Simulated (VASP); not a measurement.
Runs of VASP 6.6.1 on S. The structure is that of space group Fm-3m (No. 225), or close to it. The cells are those of the table. 

| cell | gap on the mesh (eV) | pressure (GPa) |
| --- | --- | --- |
| a = 2.795 Å, angles 60.0°, 1 atom | none | (a) |
| a = 2.894 Å, angles 60.0°, 1 atom | none | -13.3 |
| a = 2.870 Å, angles 60.0°, 1 atom | none | -12.1 |
| a = 2.845 Å, angles 60.0°, 1 atom | none | -10.7 |
| a = 2.769 Å, angles 60.0°, 1 atom | none | -4.8 |
| a = 2.743 Å, angles 60.0°, 1 atom | none | -2.1 |
| a = 2.820 Å, angles 60.0°, 1 atom | none | (b) |

Alike in all rows: task single point; level PBEsol+D3(BJ); potentials or basis VASP PAW PBE potentials, release 64 (S); no spin polarisation; k mesh 10 × 10 × 10; cutoff (eV) 520; smearing fermi-dirac 0.01 eV.

Question: Fill in the values left out.

Answer: (a) -7.1; (b) -9.0.

Caveats: three body term missing; the PAW data sets were made with another functional, which shifts forces and pressure a little; pairwise dispersion overbinds metals, which lowers pressure and volume.

A gap of «none» marks levels without a gap at the run's occupations.
